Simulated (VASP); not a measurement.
# MnCoC4N4 (P-43m) in VASP: notebook

The runs below take MnCoC4N4 through relaxation of cell and atoms, single point, with PBE.

All numbers are computed with VASP 6.6.1; they aren't measurements. Logs are shortened: lines on timing, memory, paths and dates and some standing lists are left out, and cuts for length are marked.

**1. The cell of the first run**

It takes space group P-43m (No. 215, cubic). The conventional cell has a = 5.966 Å, b = 5.966 Å, c = 5.966 Å, α = 90.00°, β = 90.00°, γ = 90.00°. Within 2.7 Å of Mn (site symmetry -43m) lie 4 C at 2.08 Å. Within 2.5 Å of Co (site symmetry -43m) lie 4 N at 1.92 Å. C (site symmetry 3m) has 1 N at 1.17 Å within 1.6 Å. Within 1.6 Å of N (site symmetry 3m) lie 1 C at 1.17 Å.

**2. Relaxation of cell and atoms, PBE, collinear spin, ferromagnetic start**

The input, INCAR:

```
ALGO     = Normal         # electronic algorithm
EDIFF    = 1E-7           # SCF threshold, eV
EDIFFG   = -0.01          # ionic threshold
ENCUT    = 600            # plane-wave cutoff, eV
GGA      = PE             # functional
GGA_COMPAT= F            
IBRION   = 2              # ionic algorithm
ISIF     = 3              # what is computed and relaxed
ISMEAR   = 0              # smearing method
ISPIN    = 2              # spin polarisation
KPAR     = 4            
LASPH    = T              # aspherical terms in the spheres
LCHARG   = F              # write CHGCAR
LMAXMIX  = 4              # l up to which the mixer works
LORBIT   = 11             # projections on sites
LREAL    = F              # projectors in reciprocal space
LWAVE    = F              # write WAVECAR
MAGMOM   = 4.06 2.58 0 0 0 0 0 0 0 0 # initial moments
NELM     = 200            # most SCF steps
NELMIN   = 4            
NSW      = 100            # ionic steps
PREC     = Accurate       # precision mode
SIGMA    = 0.02           # smearing width, eV
```

The input, KPOINTS:

```
k-points
0
Gamma
  6 6 6
```

The input, POSCAR:

```
MnCoC4N4
1.0
    5.9655677449      0.0000000000      0.0000000000
    0.0000000000      5.9655677449      0.0000000000
    0.0000000000      0.0000000000      5.9655677449
Mn Co C N
1 1 4 4
Direct
    0.0000000000      0.0000000000      0.0000000000
    0.5000000000      0.5000000000      0.5000000000
    0.2009979522      0.2009979522      0.2009979522
    0.2009979522      0.7990020478      0.7990020478
    0.7990020478      0.2009979522      0.7990020478
    0.7990020478      0.7990020478      0.2009979522
    0.3141589387      0.3141589387      0.3141589387
    0.3141589387      0.6858410613      0.6858410613
    0.6858410613      0.3141589387      0.6858410613
    0.6858410613      0.6858410613      0.3141589387
```

Potentials or basis: VASP PAW PBE potentials, release 64 (Mn_pv, Co, C, N).

On the command line:

```sh
$ cat potpaw_PBE.64/Mn_pv/POTCAR potpaw_PBE.64/Co/POTCAR potpaw_PBE.64/C/POTCAR potpaw_PBE.64/N/POTCAR > POTCAR
$ mpirun -np 4 vasp_std > vasp.out
```

OUTCAR:

```text
EDIFF = 1E-7
   EDIFFG = -0.01
   ENCUT = 600
   GGA = PE
   IBRION = 2
   ISIF = 3
   ISMEAR = 0
   ISPIN = 2
   LASPH = T
   LORBIT = 11
   LREAL = F
   NELM = 200
   NELMIN = 4
   NSW = 100
   PREC = Accurate

 ion  position               nearest neighbor table
   1  0.000  0.000  0.000-   3 2.08   4 2.08   5 2.08   6 2.08
   2  0.500  0.500  0.500-   7 1.92   8 1.92   9 1.92  10 1.92
   3  0.201  0.201  0.201-   7 1.17   1 2.08
   4  0.201  0.799  0.799-   8 1.17   1 2.08
   5  0.799  0.201  0.799-   9 1.17   1 2.08
   6  0.799  0.799  0.201-  10 1.17   1 2.08
   7  0.314  0.314  0.314-   3 1.17   2 1.92
   8  0.314  0.686  0.686-   4 1.17   2 1.92
   9  0.686  0.314  0.686-   5 1.17   2 1.92
  10  0.686  0.686  0.314-   6 1.17   2 1.92

  LATTYP: Found a simple cubic cell.
 ALAT       =     5.9655677449

  Lattice vectors:

 A1 = (   5.9655677449,   0.0000000000,   0.0000000000)
 A2 = (   0.0000000000,   5.9655677449,   0.0000000000)
 A3 = (   0.0000000000,   0.0000000000,   5.9655677449)

Analysis of symmetry for initial positions (statically):
=====================================================================
 Subroutine PRICEL returns:
 Original cell was already a primitive cell.

 Routine SETGRP: Setting up the symmetry group for a
 simple cubic supercell.

 Subroutine GETGRP returns: Found 24 space group operations
 (whereof 24 operations were pure point group operations)
 out of a pool of 48 trial point group operations.

The static configuration has the point symmetry T_d .

Analysis of symmetry for dynamics (positions and initial velocities):
=====================================================================
 Subroutine PRICEL returns:
 Original cell was already a primitive cell.

 Routine SETGRP: Setting up the symmetry group for a
 simple cubic supercell.

 Subroutine GETGRP returns: Found 24 space group operations
 (whereof 24 operations were pure point group operations)
 out of a pool of 48 trial point group operations.

The dynamic configuration has the point symmetry T_d .

Analysis of structural, dynamic, and magnetic symmetry:
=====================================================================
 Subroutine PRICEL returns:
 Original cell was already a primitive cell.

[... 154 lines left out ...]
 maximum number of plane-waves:      7120
 NGX is ok and might be reduce to    48
   NGX = 23   NGY = 23   NGZ = 23

--------------------------------------- Ionic step        1  -------------------------------------------

 number of electron      57.9999990 magnetization       4.7035699

 Free energy of the ion-electron system (eV)
  ---------------------------------------------------
  ext. energy  EPLUGINS =         0.00000000
  ---------------------------------------------------
  free energy    TOTEN  =       -80.53489056 eV

  energy without entropy =      -80.52761252  energy(sigma->0) =      -80.53125154

------------------------ aborting loop because EDIFF is reached ----------------------------------------

  FORCE on cell =-STRESS in cart. coord.  units (eV):
  Direction    XX          YY          ZZ          XY          YZ          ZX
  --------------------------------------------------------------------------------------
  -------------------------------------------------------------------------------------
  Total       -1.5397299     -1.5397299     -1.5397299     -0.0000000     -0.0000000     -0.0000000
  in kB      -11.6198298    -11.6198298    -11.6198298     -0.0000000     -0.0000000     -0.0000000
  external PRESSURE =     -11.6198298 kB  Pullay stress =       0.0000000 kB
[... 113 lines left out ...]
  FREE ENERGIE OF THE ION-ELECTRON SYSTEM (eV)
  ---------------------------------------------------
  free  energy   TOTEN  =       -82.2805881486 eV

  energy  without entropy=      -82.2805881486  energy(sigma->0) =      -82.28058815

[... ionic steps 4 to 18 ...]

--------------------------------------- Ionic step       19  -------------------------------------------

 number of electron      57.9999987 magnetization       1.9999998

------------------------ aborting loop because EDIFF is reached ----------------------------------------
[... 83 lines left out ...]
--------------------------------------- Ionic step       21  -------------------------------------------

 number of electron      57.9999987 magnetization       1.9999998

 Free energy of the ion-electron system (eV)
  ---------------------------------------------------
  ext. energy  EPLUGINS =         0.00000000
  ---------------------------------------------------
  free energy    TOTEN  =       -82.31602662 eV

  energy without entropy =      -82.31602662  energy(sigma->0) =      -82.31602662

 E-fermi :  -1.1223     XC(G=0):  -7.0844

 val. band max:       -1.3252674040   @ k =   0.5000   0.0000   0.0000
 cond. band min:      -0.1181616986   @ k =   0.0000   0.0000   0.0000
 fundamental gap:      1.2071057055
 Fermi energy:        -1.1222730923

 spin component 1

 k-point     1 :       0.0000    0.0000    0.0000
  band No.  band energies     occupation
      1     -51.0098      1.00000
      2     -51.0098      1.00000
      3     -51.0098      1.00000
      4     -18.6270      1.00000
      5     -18.4912      1.00000
      6     -18.4912      1.00000
[... 809 lines left out ...]
     37       3.9281      0.00000
     38       3.9282      0.00000
 Fermi energy:        -1.1222730923

 spin component 2

 k-point     1 :       0.0000    0.0000    0.0000
  band No.  band energies     occupation
      1     -46.6901      1.00000
      2     -46.6901      1.00000
      3     -46.6900      1.00000
      4     -18.6227      1.00000
      5     -18.4874      1.00000
      6     -18.4874      1.00000
[... 846 lines left out ...]
  FREE ENERGIE OF THE ION-ELECTRON SYSTEM (eV)
  ---------------------------------------------------
  free  energy   TOTEN  =       -82.3160266175 eV

  energy  without entropy=      -82.3160266175  energy(sigma->0) =      -82.31602662

 reached required accuracy - stopping structural energy minimisation

 total charge

# of ion       s       p       d       tot
------------------------------------------
    1        0.312   6.339   4.841  11.492
    2        0.403   0.573   7.117   8.093
    3        0.961   1.613   0.000   2.574
    4        0.961   1.613   0.000   2.574
    5        0.961   1.613   0.000   2.574
    6        0.961   1.613   0.000   2.574
    7        1.298   2.586   0.000   3.885
    8        1.298   2.586   0.000   3.885
    9        1.298   2.586   0.000   3.885
   10        1.298   2.586   0.000   3.885
--------------------------------------------------
tot          9.752  23.709  11.958  45.419

 magnetization (x)

# of ion       s       p       d       tot
------------------------------------------
    1        0.025   0.099   3.918   4.042
    2       -0.011  -0.081  -2.275  -2.367
    3       -0.004  -0.047   0.000  -0.051
    4       -0.004  -0.047   0.000  -0.051
    5       -0.004  -0.047   0.000  -0.051
    6       -0.004  -0.047   0.000  -0.051
    7       -0.006   0.040   0.000   0.033
    8       -0.006   0.040   0.000   0.033
    9       -0.006   0.040   0.000   0.033
   10       -0.006   0.040   0.000   0.033
--------------------------------------------------
tot         -0.026  -0.012   1.643   1.606
```

It took 20 min on 4 MPI ranks of AMD EPYC 7R13 (Zen 3), shared host; peak memory 0.63 GiB.

Results:

| Item | Value |
| --- | --- |
| Free energy | -82.3160 eV |
| Relaxed volume | 20.90 Å³/atom |
| Relaxed cell | a = 5.934 Å, b = 5.934 Å, c = 5.934 Å, α = 90.00°, β = 90.00°, γ = 90.00° |
| Space group after relaxing (to 0.1 Å) | P-43m (No. 215) |
| Energy gained by relaxing | 178.1 meV/atom |
| Ionic steps | 21 |
| Pressure after relaxing | 0.0 GPa |
| Band gap on the k mesh | 1.21 eV (least direct gap 1.33 eV) |
| Net moment | 2.00 μB per cell |
| Site moments | Mn +4.04; Co -2.37; C -0.05; N +0.03 μB |
| Valence electrons inside the program's atomic spheres | Mn 11.49; Co 8.09; C 2.57; N 3.88 |

Step by step:
| step | energy change (eV) | largest force (eV/Å) | pressure (GPa) | volume (Å³) |
| --- | --- | --- | --- | --- |
| 1 | 0.0000 | 1.4649 | -1.16 | 212.30 |
| 2 | 0.2811 | 8.3362 | -9.46 | 207.61 |
| 3 | -1.7457 | 1.2945 | -1.82 | 211.57 |
| 4 | -1.7731 | 0.4387 | -0.96 | 211.91 |
| 5 | -1.7760 | 0.1062 | -0.63 | 212.03 |
| 6 | -1.7761 | 0.0419 | -0.56 | 212.06 |
| 7 | -1.7761 | 0.0290 | -0.55 | 212.06 |
| 8 | -1.7764 | 0.4681 | 0.29 | 210.24 |
| 9 | -1.7778 | 0.2293 | -0.10 | 211.10 |
| 10 | -1.7792 | 0.1780 | -0.08 | 210.61 |
| 11 | -1.7808 | 0.0756 | -0.03 | 209.62 |
| 12 | -1.7793 | 0.1894 | 0.09 | 207.65 |
| 13 | -1.7810 | 0.0233 | 0.00 | 209.10 |
| 14 | -1.7810 | 0.0212 | 0.01 | 209.06 |
| 15 | -1.7810 | 0.0205 | 0.01 | 209.06 |
| 16 | -1.7810 | 0.0192 | 0.00 | 209.04 |
| 17 | -1.7811 | 0.0164 | 0.00 | 209.02 |
| 18 | -1.7811 | 0.0219 | -0.02 | 208.97 |
| 19 | -1.7811 | 0.0125 | -0.02 | 208.99 |
| 20 | -1.7811 | 0.0623 | 0.07 | 208.95 |
| 21 | -1.7811 | 0.0002 | 0.00 | 208.99 |

Final structure:
```
Mn Co C N
1.0
     5.93434    0.00000    0.00000
     0.00000    5.93434    0.00000
     0.00000    0.00000    5.93434
Mn Co C N
1 1 4 4
Direct
  0.00000 0.00000 0.00000
  0.50000 0.50000 0.50000
  0.20033 0.20033 0.20033
  0.20033 0.79967 0.79967
  0.79967 0.20033 0.79967
  0.79967 0.79967 0.20033
  0.31451 0.31451 0.31451
  0.31451 0.68549 0.68549
  0.68549 0.31451 0.68549
  0.68549 0.68549 0.31451
```

Caveat: only a ferromagnetic start was run, and an antiferromagnetic order may lie lower in energy. A k mesh can miss the band edges.

**3. Single point, PBE, collinear spin, ferromagnetic start**

This run uses another cell than the first one, of 20.61 Å³/atom.

The input, INCAR:

```
PREC = Accurate
ENCUT = 600
EDIFF = 1E-6
ISMEAR = 0
SIGMA = 0.1
LREAL = False
LASPH = True
NELM = 200
ALGO = Normal
ISIF = 2
LWAVE = False
LCHARG = False
ISPIN = 2
MAGMOM = 4 3 0 0 0 0 0 0 0 0
LORBIT = 11
LMAXMIX = 4
GGA = PE
NBANDS = 44
GGA_COMPAT = False
```

The input, KPOINTS:

```
Automatic mesh
0
Gamma
  4 4 4
```

The input, POSCAR:

```
MnCoC4N4
1.0
    5.9068706000      0.0000000000      0.0000000000
    0.0000000000      5.9068706000      0.0000000000
    0.0000000000      0.0000000000      5.9068706000
Mn Co C N
1 1 4 4
Direct
    0.0000000000      0.0000000000      0.0000000000
    0.5000000000      0.5000000000      0.5000000000
    0.1894243000      0.1894243000      0.1894243000
    0.1894243000      0.8105757000      0.8105757000
    0.8105757000      0.1894243000      0.8105757000
    0.8105757000      0.8105757000      0.1894243000
    0.3037826200      0.3037826200      0.3037826200
    0.3037826200      0.6962173800      0.6962173800
    0.6962173800      0.3037826200      0.6962173800
    0.6962173800      0.6962173800      0.3037826200
```

Potentials or basis: VASP PAW PBE potentials, release 64 (Mn_pv, Co, C, N).

On the command line:

```sh
$ cat potpaw_PBE.64/Mn_pv/POTCAR potpaw_PBE.64/Co/POTCAR potpaw_PBE.64/C/POTCAR potpaw_PBE.64/N/POTCAR > POTCAR
$ mpirun -np 1 vasp_std > vasp.out
```

Run time: 6.3 min. Hardware: 1 thread of Intel Xeon Platinum 8488C (Sapphire Rapids), shared host; peak memory 0.53 GiB.

The run converged. Its results:

| Property | Result |
| --- | --- |
| Free energy | -80.8891 eV |
| Pressure | -2.2 GPa |
| Largest force | 1.955 eV/Å |
| Net moment | 1.02 μB per cell |
| Site moments | Mn -1.39; Co +2.45; C +0.03; N +0.00 μB |
| Valence electrons inside the program's atomic spheres | Mn 11.85; Co 7.81; C 2.59; N 3.87 |

Forces in eV/Å, atoms in the order of the input:
```
Mn   0.000  0.000  0.000
Co   0.000  0.000  0.000
C   -0.831 -0.831 -0.831
C   -0.831  0.831  0.831
C    0.831 -0.831  0.831
C    0.831  0.831 -0.831
N    1.129  1.129  1.129
N    1.129 -1.129 -1.129
N   -1.129  1.129 -1.129
N   -1.129 -1.129  1.129
```

Levels at points of the mesh, in eV from the Fermi level:
Spin up:
```csv
k point,band 26,band 27,band 28,band 29,band 30,band 31,band 32,band 33,band 34,band 35
"(0.00, 0.00, 0.00)",-2.00,-2.00,-2.00,-0.01,-0.01,0.87,0.87,0.87,4.66,4.66
"(0.50, 0.00, 0.00)",-2.08,-1.98,-1.98,-0.08,-0.04,1.05,1.14,1.14,4.43,4.43
"(0.50, 0.50, 0.00)",-2.04,-1.97,-1.97,-0.06,-0.06,1.12,1.16,1.16,4.71,4.71
"(0.50, 0.50, 0.50)",-2.00,-2.00,-2.00,-0.01,-0.01,1.02,1.02,1.02,4.92,4.92
```
Spin down:
| k point | band 26 | band 27 | band 28 | band 29 | band 30 | band 31 | band 32 | band 33 |
| --- | --- | --- | --- | --- | --- | --- | --- | --- |
| (0.00, 0.00, 0.00) | -0.41 | -0.41 | -0.18 | -0.18 | -0.18 | 0.69 | 0.69 | 0.69 |
| (0.50, 0.00, 0.00) | -0.95 | -0.76 | -0.15 | -0.14 | 0.23 | 0.75 | 0.90 | 0.90 |
| (0.50, 0.50, 0.00) | -0.96 | -0.75 | -0.05 | -0.05 | 0.24 | 0.74 | 0.85 | 0.85 |
| (0.50, 0.50, 0.50) | -0.38 | -0.38 | -0.03 | -0.03 | -0.03 | 0.69 | 0.69 | 0.69 |

Caveat: only a ferromagnetic start was run, and an antiferromagnetic order may lie lower in energy; forces of over 1 eV/Å act on the atoms, so gaps and moduli don't describe the material at rest. With open d or f shells a metallic result of PBE can be an artefact of self-interaction; +U or a hybrid may open a gap.

**4. Single point, PBE, collinear spin, ferromagnetic start**

The input, INCAR:

```
SYSTEM = MnCoC4N4
PREC     = Accurate       ! precision mode
ENCUT    = 600            ! plane-wave cutoff, eV
EDIFF    = 1E-6           ! SCF threshold, eV
ISMEAR   = 0              ! smearing method
SIGMA    = 0.1            ! smearing width, eV
LREAL    = .FALSE.        ! projectors in reciprocal space
LASPH    = .TRUE.         ! aspherical terms in the spheres
NELM     = 200            ! most SCF steps
ALGO     = Normal         ! electronic algorithm
ISIF     = 2              ! what is computed and relaxed
LWAVE    = .FALSE.        ! write WAVECAR
LCHARG   = .TRUE.         ! write CHGCAR
ISPIN    = 2              ! spin polarisation
MAGMOM   = 4 3 0 0 0 0 0 0 0 0 ! initial moments
LORBIT   = 11             ! projections on sites
LMAXMIX  = 4              ! l up to which the mixer works
GGA      = PE             ! functional
LELF     = .TRUE.         ! ELF
LVHAR    = .TRUE.       
NBANDS   = 44             ! bands
GGA_COMPAT= .FALSE.
```

The input, KPOINTS:

```
Automatic mesh
0
G
  4 4 4
  0 0 0
```

The input, POSCAR:

```
MnCoC4N4
1.0
    5.9655677449      0.0000000000      0.0000000000
    0.0000000000      5.9655677449      0.0000000000
    0.0000000000      0.0000000000      5.9655677449
Mn Co C N
1 1 4 4
Direct
    0.0000000000      0.0000000000      0.0000000000
    0.5000000000      0.5000000000      0.5000000000
    0.2009979522      0.2009979522      0.2009979522
    0.2009979522      0.7990020478      0.7990020478
    0.7990020478      0.2009979522      0.7990020478
    0.7990020478      0.7990020478      0.2009979522
    0.3141589387      0.3141589387      0.3141589387
    0.3141589387      0.6858410613      0.6858410613
    0.6858410613      0.3141589387      0.6858410613
    0.6858410613      0.6858410613      0.3141589387
```

On the command line:

```sh
$ cat potpaw_PBE.64/Mn_pv/POTCAR potpaw_PBE.64/Co/POTCAR potpaw_PBE.64/C/POTCAR potpaw_PBE.64/N/POTCAR > POTCAR
$ mpirun -np 1 vasp_std > vasp.out
```

Wall time 6 min (1 thread of Intel Xeon Platinum 8488C (Sapphire Rapids), shared host); peak memory 0.51 GiB.

The run converged. Its results:

```yaml
Free_energy: -80.6001 eV
Pressure: -1.1 GPa
Largest_force: 1.404 eV/Å
Net_moment: 4.76 μB per cell
Site_moments: Mn +3.96; Co +0.16; C -0.03; N +0.06 μB
Valence_electrons_inside_the_program's_atomic_spheres: Mn 11.46; Co 8.11; C 2.58; N 3.88
```

Forces in eV/Å, atoms in the order of the input:
```
Mn   0.000  0.000  0.000
Co   0.000  0.000  0.000
C   -0.602 -0.602 -0.602
C   -0.602  0.602  0.602
C    0.602 -0.602  0.602
C    0.602  0.602 -0.602
N    0.810  0.810  0.810
N    0.810 -0.810 -0.810
N   -0.810  0.810 -0.810
N   -0.810 -0.810  0.810
```

Levels at points of the mesh, in eV from the Fermi level:
Spin up:
```csv
k point,band 28,band 29,band 30,band 31,band 32,band 33,band 34,band 35
"(0.00, 0.00, 0.00)",-0.94,-0.77,-0.77,-0.15,-0.15,-0.15,4.25,4.25
"(0.50, 0.00, 0.00)",-1.03,-0.84,-0.47,-0.05,0.14,0.14,4.20,4.20
"(0.50, 0.50, 0.00)",-1.00,-0.81,-0.50,-0.07,0.12,0.12,4.41,4.41
"(0.50, 0.50, 0.50)",-0.88,-0.70,-0.70,-0.13,-0.13,-0.13,4.47,4.47
```
Spin down:
```tsv
k point	band 23	band 24	band 25	band 26	band 27	band 28	band 29	band 30
(0.00, 0.00, 0.00)	-3.31	-0.89	-0.89	-0.04	-0.04	-0.04	1.40	1.40
(0.50, 0.00, 0.00)	-3.35	-0.84	-0.71	-0.08	0.01	0.01	1.32	1.39
(0.50, 0.50, 0.00)	-3.33	-0.81	-0.69	-0.11	0.05	0.05	1.32	1.40
(0.50, 0.50, 0.50)	-3.19	-0.83	-0.83	0.01	0.01	0.01	1.40	1.40
```

Caveat: only a ferromagnetic start was run, and an antiferromagnetic order may lie lower in energy; forces of over 1 eV/Å act on the atoms, so gaps and moduli don't describe the material at rest. With open d or f shells a metallic result of PBE can be an artefact of self-interaction; +U or a hybrid may open a gap.

**5. The runs side by side**

```tsv
task	cell	k mesh	smearing	gap on the mesh (eV)	pressure (GPa)	moment (μB)	largest force (eV/Å)
relaxation of cell and atoms	relaxed from a = 5.966 Å, 10 atoms, atomic positions A	6 × 6 × 6	gaussian 0.02 eV	1.21	0.0	2.00	-
single point	a = 5.907 Å, 10 atoms, atomic positions B	4 × 4 × 4	gaussian 0.1 eV	none	-2.2	1.02	1.95
single point	a = 5.966 Å, 10 atoms, atomic positions A	4 × 4 × 4	gaussian 0.1 eV	none	-1.1	4.76	1.40
```

Alike in all rows: level PBE; potentials or basis VASP PAW PBE potentials, release 64 (Mn_pv, Co, C, N); spin collinear, ferromagnetic start; cutoff (eV) 600.

Caveats: only a ferromagnetic start was run, and an antiferromagnetic order may lie lower in energy; forces of over 1 eV/Å act on the atoms, so gaps and moduli don't describe the material at rest (at least some runs).

Total energies depend on the potentials used, so only differences within one code and one set of settings carry meaning.
